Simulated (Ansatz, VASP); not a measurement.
**Ge3P5 in VASP and in Ansatz**

Contents of INCAR:

```
SYSTEM = Ge3P5
PREC     = Accurate       ! precision mode
ENCUT    = 600            ! plane-wave cutoff, eV
EDIFF    = 1E-6           ! SCF threshold, eV
ISMEAR   = 0              ! smearing method
SIGMA    = 0.1            ! smearing width, eV
LREAL    = .False.        ! projectors in reciprocal space
LASPH    = .True.         ! aspherical terms in the spheres
NELM     = 80             ! most SCF steps
ALGO     = Normal         ! electronic algorithm
ISIF     = 3              ! what is computed and relaxed
LWAVE    = .False.        ! write WAVECAR
LCHARG   = .False.        ! write CHGCAR
GGA      = PE             ! functional
IBRION   = 2              ! ionic algorithm
NSW      = 100            ! ionic steps
EDIFFG   = -0.01          ! ionic threshold
```

Contents of KPOINTS:

```
regular mesh
0
Gamma
  6 6 6
  0 0 0
```

Contents of POSCAR:

```
Ge3P5
1.0
    5.1528681027      0.0000000000      0.0000000000
    0.0000000000      5.1528681027      0.0000000000
    0.0000000000      0.0000000000      5.1528681027
Ge P
3 5
Direct
    0.0000000000      0.5000000000      0.5000000000
    0.5000000000      0.0000000000      0.5000000000
    0.5000000000      0.5000000000      0.0000000000
    0.5000000000      0.5000000000      0.5000000000
    0.5000000000      0.0000000000      0.0000000000
    0.0000000000      0.0000000000      0.0000000000
    0.0000000000      0.5000000000      0.0000000000
    0.0000000000      0.0000000000      0.5000000000
```

Input for Ansatz:

```yaml
crystal:
  lattice:
    - [5.1528681027, 0.0, 0.0]
    - [0.0, 5.1528681027, 0.0]
    - [0.0, 0.0, 5.1528681027]
  atoms:
    - { symbol: Ge, position: [0.0, 0.5, 0.5] }
    - { symbol: Ge, position: [0.5, 0.0, 0.5] }
    - { symbol: Ge, position: [0.5, 0.5, 0.0] }
    - { symbol: P, position: [0.5, 0.5, 0.5] }
    - { symbol: P, position: [0.5, 0.0, 0.0] }
    - { symbol: P, position: [0.0, 0.0, 0.0] }
    - { symbol: P, position: [0.0, 0.5, 0.0] }
    - { symbol: P, position: [0.0, 0.0, 0.5] }
basis:
  ecutwfc: 420
kpoints:
  mp_grid: { grid: [6, 6, 6] }
hamiltonian:
  xc: pbe
scf:
  occupations: { method: gaussian, width: 0.1 }
output:
  forces: true
  stress: true
  eigenvalues: true
  write_density: true
  write_potential: true
  elf: true
  volumetric_format: npy
relax:
  adjacent_minimum: "off"
  f_tol: 0.01
  max_steps: 80
  cell: { stress_tol: 0.05 }
```

Alike in both runs: task relaxation of cell and atoms; functional PBE; k mesh 6 × 6 × 6; occupations gaussian, width 0.1 eV; no spin polarisation.

|  | VASP | Ansatz |
| --- | --- | --- |
| version | VASP 6.6.1 | Ansatz 0.2.0 |
| potentials or method | VASP PAW PBE potentials, release 64 (Ge_d, P), cutoff 600 eV | scalar-relativistic, plane waves, PAW |
| valence electrons in the cell | 67 | 67 |

```tsv
	VASP	Ansatz	Ansatz less VASP
gap on the k mesh at the Fermi level, each at its own relaxed structure (eV)	none	none	-
relaxed volume (Å³/atom)	16.79	16.80	+0.008
relaxed length of the cell vector where the two differ most in proportion (Å)	5.121	5.122	+0.0008
```

A gap of «none» marks a metal or a gap that the smearing closes.
